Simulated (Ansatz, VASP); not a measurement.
## BeS5 in VASP and in Ansatz

File INCAR:

```
  PREC = Accurate
  ENCUT = 600
  EDIFF = 1E-6
  ISMEAR = 0
  SIGMA = 0.1
  LREAL = F
  LASPH = T
  NELM = 60
  ALGO = Normal
  ISIF = 3
  LWAVE = F
  LCHARG = F
  GGA = PE
  IBRION = 2
  NSW = 90
  EDIFFG = -0.04
```

File KPOINTS:

```
Automatic mesh
0
Gamma
  4 4 4
```

File POSCAR:

```
BeS5
1.0
    0.0000000000      3.9785752200      3.9785752200
    3.9785752200      0.0000000000      3.9785752200
    3.9785752200      3.9785752200      0.0000000000
Be S
1 5
Direct
    0.0000000000      0.0000000000      0.0000000000
    0.3750000000      0.3750000000      0.8750000000
    0.3750000000      0.8750000000      0.3750000000
    0.8750000000      0.3750000000      0.3750000000
    0.3750000000      0.3750000000      0.3750000000
    0.7500000000      0.7500000000      0.7500000000
```

Input for Ansatz:

```yaml
crystal:
  lattice:
    - [0.0, 3.97857522, 3.97857522]
    - [3.97857522, 0.0, 3.97857522]
    - [3.97857522, 3.97857522, 0.0]
  atoms:
    - { symbol: Be, position: [0.0, 0.0, 0.0] }
    - { symbol: S, position: [0.375, 0.375, 0.875] }
    - { symbol: S, position: [0.375, 0.875, 0.375] }
    - { symbol: S, position: [0.875, 0.375, 0.375] }
    - { symbol: S, position: [0.375, 0.375, 0.375] }
    - { symbol: S, position: [0.75, 0.75, 0.75] }
basis:
  ecutwfc: 420
kpoints:
  mp_grid: { grid: [4, 4, 4] }
hamiltonian:
  xc: pbe
scf:
  occupations: { method: gaussian, width: 0.1 }
  lower_state_search: "off"
output:
  forces: true
  stress: true
  eigenvalues: true
relax:
  adjacent_minimum: "off"
  f_tol: 0.04
  max_steps: 70
  cell: { stress_tol: 0.4 }
```

Change from the starting cell: species swapped into the Be5Au type (F-43m, No. 216).

Alike in both runs: task relaxation of cell and atoms; functional PBE; k mesh 4 × 4 × 4; occupations gaussian, width 0.1 eV; no spin polarisation.

```csv
,VASP,Ansatz
version,VASP 6.6.1,Ansatz 0.2.0
potentials or method,"VASP PAW PBE potentials, release 64 (Be, S), cutoff 600 eV","scalar-relativistic, plane waves, PAW"
valence electrons in the cell,32,32
```

```csv
,VASP,Ansatz,Ansatz less VASP
"gap on the k mesh at the Fermi level, each at its own relaxed structure (eV)",none,none,-
relaxed volume (Å³/atom),16.80,16.80,+0.004
relaxed cell length with the largest relative difference (Å),5.224,5.224,+0.0004
```

A gap of «none» marks a metal or a gap that the smearing closes.

Noted on VASP's run: the volume moved by over 15 % at a fixed basis, so the end points are rough.
